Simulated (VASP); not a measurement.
The system is TiO2.

```xyz
6
Lattice="-1.8996 1.8996 4.8488 1.8996 -1.8996 4.8488 1.8996 1.8996 -4.8488" Properties=species:S:1:pos:R:3 pbc="T T T"
Ti    0.0000    0.0000    0.0000
Ti    0.0000    1.8996    2.4244
O     0.0000    1.8996    4.4268
O     0.0000    0.0000    2.0024
O     0.0000    1.8996    0.4220
O     0.0000    0.0000    7.6953
```

- Program: VASP 6.6.1
- Task: relaxation of cell and atoms
- Functional: PBEsol
- Potentials or basis: VASP PAW PBE potentials, release 64 (Ti_sv, O)
- Cutoff: 600 eV
- k mesh: 8 × 8 × 8
- Occupations: fermi-dirac, width 0.02 eV
- Spin: no spin polarisation

At the start: pressure -5.4 GPa; volume 11.66 Å³/atom.

Q: Where does the relaxation end?

A: Over 20 steps the energy falls by 5.5 meV/atom and the volume is 11.33 Å³/atom (-2.9 %); space group I4_1/amd (No. 141, to 0.1 Å) before and after.

The path:
```
step  energy change (eV)  largest force (eV/Å)  pressure (GPa)  volume (Å³)
   1              0.0000                0.0881           -5.44        69.99
   2              0.0199                0.3264            7.62        66.05
   3             -0.0315                0.0843           -0.09        68.22
   4             -0.0315                0.0880           -0.02        68.18
   5             -0.0323                0.0197            0.07        68.10
   6             -0.0323                0.0174            0.09        68.10
   7             -0.0326                0.0080           -0.09        68.14
   8             -0.0327                0.0136           -0.59        68.24
   9             -0.0328                0.0067           -0.48        68.21
  10             -0.0329                0.0054           -0.43        68.19
  11             -0.0331                0.0000           -0.30        68.12
  12             -0.0332                0.0125            0.01        67.99
  13             -0.0332                0.0093           -0.06        68.03
  14             -0.0332                0.0053           -0.15        68.07
  15             -0.0332                0.0058           -0.14        68.06
  16             -0.0332                0.0073           -0.10        68.04
  17             -0.0332                0.0079           -0.09        68.04
  18             -0.0332                0.0082           -0.08        68.03
  19             -0.0332                0.0063           -0.06        68.02
  20             -0.0332                0.0008            0.02        67.98
```

Final structure:
```
Ti O
1.0
    -1.88582    1.88582    4.77914
     1.88582   -1.88582    4.77914
     1.88582    1.88582   -4.77914
Ti O
2 4
Cartesian
  0.0000 0.0000 0.0000
  0.0000 1.8858 2.3896
  0.0000 1.8858 4.3737
  0.0000 0.0000 1.9841
  0.0000 1.8858 0.4055
  0.0000 0.0000 7.5742
```

Caveat: the PAW data sets were made with another functional, which shifts forces and pressure a little.
